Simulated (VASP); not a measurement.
Here is a VASP 6.6.1 calculation.

The input INCAR:

```
ALGO = Normal
EDIFF = 1E-6
ENCUT = 600
GGA = PS
GGA_COMPAT = F
ISIF = 2
ISMEAR = 0
LASPH = T
LCHARG = F
LREAL = F
LWAVE = F
NBANDS = 30
NELM = 120
PREC = Accurate
SIGMA = 0.1
```

Contents of KPOINTS:

```
k-points
0
Gamma
  4 4 4
```

POSCAR

```
TiPbO3
1.0
    3.9674017265      0.0000000000      0.0000000000
    0.0000000000      3.9674017265      0.0000000000
    0.0000000000      0.0000000000      3.9674017265
Pb Ti O
1 1 3
Direct
    0.0000000000      0.0000000000      0.0000000000
    0.5000000000      0.5000000000      0.5000000000
    0.0000000000      0.5000000000      0.5000000000
    0.5000000000      0.5000000000      0.0000000000
    0.5000000000      0.0000000000      0.5000000000
```

Potentials or basis: VASP PAW PBE potentials, release 64 (Pb_d, Ti_sv, O).

Launch:

```sh
$ cat potpaw_PBE.64/Pb_d/POTCAR potpaw_PBE.64/Ti_sv/POTCAR potpaw_PBE.64/O/POTCAR > POTCAR
$ mpirun -np 1 vasp_std > vasp.out
```

(1) Estimate the band gap on the k mesh.

(2) What does it give for the pressure?

Answers

(1) 1.58 eV (least direct gap 1.59 eV).

(2) -6.2 GPa.

Caveat: the cell stands under tension; the PAW data sets were made with another functional, which shifts forces and pressure a little; spin-orbit coupling is left out, which moves the levels of the heavy elements.
